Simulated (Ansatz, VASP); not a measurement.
## One calculation of PbS, two programs

```xyz
2
Lattice="0.0000 3.1220 3.1220 3.1220 0.0000 3.1220 3.1220 3.1220 0.0000" Properties=species:S:1:pos:R:3 pbc="T T T"
Pb    0.0000    0.0000    0.0000
S     3.1220    3.1220    3.1220
```

Change from the starting cell: hydrostatic strain +4.5%.

Alike in both runs: task single point; functional r2SCAN; k mesh 8 × 8 × 8; no spin polarisation.

```csv
,VASP,Ansatz
version,VASP 6.6.1,Ansatz 0.2.0
potentials or method,"VASP PAW PBE potentials, release 64 (Pb_d, S)","plane waves, PAW"
plane-wave cutoff (eV),520,500
occupations,"gaussian, width 0.01 eV",fixed
valence electrons in the cell,20,20
```

|  | VASP | Ansatz | Ansatz less VASP |
| --- | --- | --- | --- |
| gap on the k mesh at the Fermi level (eV) | 1.08 | 1.08 | -0.007 |
| pressure (GPa) | -5.8 | -5.8 | +0.03 |

VASP's potentials were made for PBE, not for r2SCAN.

Neither program's run includes spin-orbit coupling.
